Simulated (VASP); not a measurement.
# Nb (Fm-3m) in VASP: a series of runs, part 2 of 2

VASP 6.6.1. Earlier steps stand in the parts before.

## 3. Single point, PBEsol

This run uses another cell than the first one, of 18.92 Å³/atom, 0.943 times its volume.

File INCAR:

```
SYSTEM = Nb
ALGO     = Normal         ! electronic algorithm
EDIFF    = 1E-6           ! SCF threshold, eV
ENCUT    = 520            ! plane-wave cutoff, eV
GGA      = PS             ! functional
ISIF     = 2              ! what is computed and relaxed
ISMEAR   = -1             ! smearing method
LASPH    = .True.         ! aspherical terms in the spheres
LCHARG   = .False.        ! write CHGCAR
LREAL    = .False.        ! projectors in reciprocal space
LWAVE    = .False.        ! write WAVECAR
NBANDS   = 12             ! bands
NELM     = 60             ! most SCF steps
PREC     = Accurate       ! precision mode
SIGMA    = 0.08           ! smearing width, eV
```

File KPOINTS:

```
k-points
0
Gamma
  13 13 13
  0 0 0
```

File POSCAR:

```
Nb
1.0
    0.0000000000      2.1150000000      2.1150000000
    2.1150000000      0.0000000000      2.1150000000
    2.1150000000      2.1150000000      0.0000000000
Nb
1
Direct
    0.0000000000      0.0000000000      0.0000000000
```

Potentials or basis: VASP PAW PBE potentials, release 64 (Nb_sv).

On the command line:

```sh
$ cat potpaw_PBE.64/Nb_sv/POTCAR > POTCAR
$ mpirun -np 1 vasp_std > vasp.out
```

OUTCAR:

```text
SYSTEM = Nb
   EDIFF = 1E-6
   ENCUT = 520
   GGA = PS
   ISIF = 2
   ISMEAR = -1
   LASPH = .True.
   LREAL = .False.
   NELM = 60
   PREC = Accurate

 ion  position               nearest neighbor table
   1  0.000  0.000  0.000-

  LATTYP: Found a face centered cubic cell.
 ALAT       =     4.2300000000

  Lattice vectors:

 A1 = (   0.0000000000,   2.1150000000,   2.1150000000)
 A2 = (   2.1150000000,   0.0000000000,   2.1150000000)
 A3 = (   2.1150000000,   2.1150000000,   0.0000000000)

Analysis of symmetry for initial positions (statically):
=====================================================================
 Subroutine PRICEL returns:
 Original cell was already a primitive cell.

 Routine SETGRP: Setting up the symmetry group for a
 face centered cubic supercell.

 Subroutine GETGRP returns: Found 48 space group operations
 (whereof 48 operations were pure point group operations)
 out of a pool of 48 trial point group operations.

The static configuration has the point symmetry O_h .

Analysis of symmetry for dynamics (positions and initial velocities):
=====================================================================
 Subroutine PRICEL returns:
 Original cell was already a primitive cell.

 Routine SETGRP: Setting up the symmetry group for a
 face centered cubic supercell.

 Subroutine GETGRP returns: Found 48 space group operations
 (whereof 48 operations were pure point group operations)
 out of a pool of 48 trial point group operations.

The dynamic configuration has the point symmetry O_h .

 Subroutine INISYM returns: Found 48 space group operations
 (whereof 48 operations are pure point group operations),
 and found     1 'primitive' translations

----------------------------------------------------------------------------------------

                                     Primitive cell

  volume of cell :      18.9217

  direct lattice vectors                    reciprocal lattice vectors
     0.000000000  2.115000000  2.115000000    -0.236406619  0.236406619  0.236406619
     2.115000000  0.000000000  2.115000000     0.236406619 -0.236406619  0.236406619
     2.115000000  2.115000000  0.000000000     0.236406619  0.236406619 -0.236406619

  length of vectors
     2.991061684  2.991061684  2.991061684     0.409468276  0.409468276  0.409468276

  position of ions in fractional coordinates (direct lattice)
     0.000000000  0.000000000  0.000000000

  ion indices of the primitive-cell ions
   primitive index   ion index
                 1           1

----------------------------------------------------------------------------------------

 KPOINTS: k-points

Automatic generation of k-mesh.
 Grid dimensions read from file:
 generate k-points for:   13   13   13

 Generating k-lattice:

  Cartesian coordinates                     Fractional coordinates (reciprocal lattice)
    -0.018185125  0.018185125  0.018185125     0.076923077  0.000000000  0.000000000
     0.018185125 -0.018185125  0.018185125     0.000000000  0.076923077  0.000000000
     0.018185125  0.018185125 -0.018185125     0.000000000  0.000000000  0.076923077

  Length of vectors
     0.031497560  0.031497560  0.031497560

  Shift w.r.t. Gamma in fractional coordinates (k-lattice)
     0.000000000  0.000000000  0.000000000

 Subroutine IBZKPT returns following result:
 ===========================================

 Found     84 irreducible k-points:

 Following reciprocal coordinates:
            Coordinates               Weight
  0.000000  0.000000  0.000000      1.000000
  0.076923  0.000000  0.000000      8.000000
  0.153846  0.000000  0.000000      8.000000
  0.230769  0.000000  0.000000      8.000000
  0.307692  0.000000  0.000000      8.000000
  0.384615  0.000000  0.000000      8.000000
[... 16 lines left out ...]
  0.384615  0.153846  0.000000     24.000000
  0.461538  0.153846  0.000000     24.000000
 [... further k-points ...]
   k-points           NKPTS =     84   k-points in BZ     NKDIM =     84   number of bands    NBANDS=     12
   number of dos      NEDOS =    301   number of ions     NIONS =      1
   total plane-waves  NPLWV =  13824
   dimension x,y,z NGX =    24 NGY =   24 NGZ =   24
   dimension x,y,z NGXF=    48 NGYF=   48 NGZF=   48
   ions per type =               1
   NGX,Y,Z   is equivalent  to a cutoff of  13.34, 13.34, 13.34 a.u.
   NGXF,Y,Z  is equivalent  to a cutoff of  26.68, 26.68, 26.68 a.u.
 SYSTEM =  Nb
   PREC   = accura    normal or accurate (medium, high low for compatibility)
   ISTART =      0    job   : 0-new  1-cont  2-samecut
   ICHARG =      2    charge: 1-file 2-atom 10-const
   ISPIN  =      1    spin polarized calculation?
   LNONCOLLINEAR =      F non collinear calculations
   LSORBIT =      F    spin-orbit coupling
   LASPH  =      T    aspherical Exc in radial PAW
   ENCUT  =  520.0 eV  38.22 Ry    6.18 a.u.   5.56  5.56  5.56*2*pi/ulx,y,z
   NELM   =     60;   NELMIN=  2; NELMDL= -5     # of ELM steps
   EDIFF  = 0.1E-05   stopping-criterion for ELM
   LREAL  =      F    real-space projection
   EDIFFG = 0.1E-04   stopping-criterion for IOM
   NSW    =      0    number of steps for IOM
   IBRION =     -1    ionic relax: 0-MD 1-quasi-New 2-CG
   NFREE  =      0    steps in history (QN), initial steepest desc. (CG)
   ISIF   =      2    stress and relaxation
   ISYM   =      2    0-nonsym 1-usesym 2-fastsym
   POTIM  = 0.5000    time-step for ionic-motion
   TEBEG  =    0.0;   TEEND  =   0.0 temperature during run
   PSTRESS=    0.0 pullay stress
   NELECT =      13.0000    total number of electrons
   NUPDOWN=      -1.0000    fix difference up-down
   EMIN   =  10.00;   EMAX   =-10.00  energy-range for DOS
   EFERMI =   0.00;   METHOD = LEGACY
   ISMEAR =    -1;   SIGMA  =   0.08  broadening in eV -4-tet -1-fermi 0-gaus
   EFERMI_NEDOS =   21; number of points for ismear=-14 and -15
   IALGO  =     38    algorithm
   IMIX   =      4    mixing-type and parameters
     AMIX     =   0.40;   BMIX     =  1.00
     AMIX_MAG =   1.60;   BMIX_MAG =  1.00
  volume/ion in A,a.u.               =      18.92       127.69
  Fermi-wavevector in a.u.,A,eV,Ry     =   1.444560  2.729823 28.392005  2.086754
  Thomas-Fermi vector in A             =   2.562841
   LORBIT       =      0    0 simple, 1 ext, 2 COOP (PROOUT), +10 PAW based schemes
   GGA     = PS    functional components
   LHFCALC =     F    Hartree Fock is set to
   AEXX    =    0.0000 exact exchange contribution
   IVDW    =     0    specifies the selected vdW correction
   LEPSILON=     F    determine dielectric tensor
   LRPA    =     F    only Hartree local field effects (RPA)
 non-spin polarized calculation
  energy-cutoff  :      520.00
  volume of cell :       18.92
 maximum number of plane-waves:       532
   NGX = 11   NGY = 11   NGZ = 11

 number of electron      13.0000001 magnetization

 Free energy of the ion-electron system (eV)
  ---------------------------------------------------
  ext. energy  EPLUGINS =         0.00000000
  ---------------------------------------------------
  free energy    TOTEN  =       -10.60312263 eV

  energy without entropy =      -10.57004915  energy(sigma->0) =      -10.58658589

 E-fermi :  10.7003     XC(G=0): -12.3787

 val. band max:       10.6972941947   @ k =   0.3846   0.2308   0.0000
 cond. band min:      10.7163319021   @ k =  -0.3846   0.2308   0.0769
 fundamental gap:      0.0190377073
 Fermi energy:        10.7002898405

 k-point     1 :       0.0000    0.0000    0.0000
  band No.  band energies     occupation
      1     -43.9868      2.00000
      2     -19.4082      2.00000
      3     -19.4082      2.00000
      4     -19.4082      2.00000
      5       4.4874      2.00000
      6      10.8269      0.34084
      7      10.8269      0.34084
      8      10.8269      0.34084
      9      13.3886      0.00000
     10      13.3886      0.00000
     11      22.5431      0.00000
     12      27.2433      0.00000

 k-point     2 :       0.0769    0.0000    0.0000
  band No.  band energies     occupation
      1     -43.9762      2.00000
      2     -19.4795      2.00000
      3     -19.4170      2.00000
      4     -19.4170      2.00000
      5       4.7055      2.00000
      6      10.6603      1.24510
      7      10.9261      0.11225
      8      10.9261      0.11225
      9      13.3020      0.00000
     10      13.3020      0.00000
     11      22.9777      0.00000
     12      26.3719      0.00000
[... 316 lines left out ...]
 k-point    24 :       0.4615    0.1538    0.0000
  band No.  band energies     occupation
      1     -43.7937      2.00000
      2     -20.4295      2.00000
      3     -19.6913      2.00000
      4     -19.6211      2.00000
      5       7.5258      2.00000
      6       9.7094      1.99999
      7      10.6872      1.08179
      8      11.4553      0.00016
      9      15.4234      0.00000
     10      15.8274      0.00000
     11      21.3575      0.00000
     12      24.2007      0.00000

 [... further k-points ...]
[... 5 lines left out ...]
  --------------------------------------------------------------------------------------
  -------------------------------------------------------------------------------------
  Total       -0.8194920     -0.8194920     -0.8194920      0.0000000      0.0000000     -0.0000000
  in kB      -69.3895719    -69.3895719    -69.3895719      0.0000000      0.0000000     -0.0000000
  external PRESSURE =     -69.3895719 kB  Pullay stress =       0.0000000 kB

 VOLUME and BASIS-vectors are now :
 -----------------------------------------------------------------------------
  energy-cutoff  :      520.00
  volume of cell :       18.92
      direct lattice vectors                 reciprocal lattice vectors
     0.000000000  2.115000000  2.115000000    -0.236406619  0.236406619  0.236406619
     2.115000000  0.000000000  2.115000000     0.236406619 -0.236406619  0.236406619
     2.115000000  2.115000000  0.000000000     0.236406619  0.236406619 -0.236406619

 POSITION                                       TOTAL-FORCE (eV/Angst)
 -----------------------------------------------------------------------------------
      0.00000      0.00000      0.00000        -0.000000     -0.000000      0.000000
 -----------------------------------------------------------------------------------
    total drift:                               -0.000000     -0.000000     -0.000000

  FREE ENERGIE OF THE ION-ELECTRON SYSTEM (eV)
  ---------------------------------------------------
  free  energy   TOTEN  =       -10.6031226315 eV

  energy  without entropy=      -10.5700491497  energy(sigma->0) =      -10.58658589
```

Wall time 7.1 s (1 thread of Intel Xeon 6975P-C, shared host); peak memory 0.14 GiB.

What came out:

```yaml
Free_energy: -10.6031 eV
Pressure: -6.9 GPa
```

Caveat: the PAW data sets were made with another functional, which shifts forces and pressure a little.
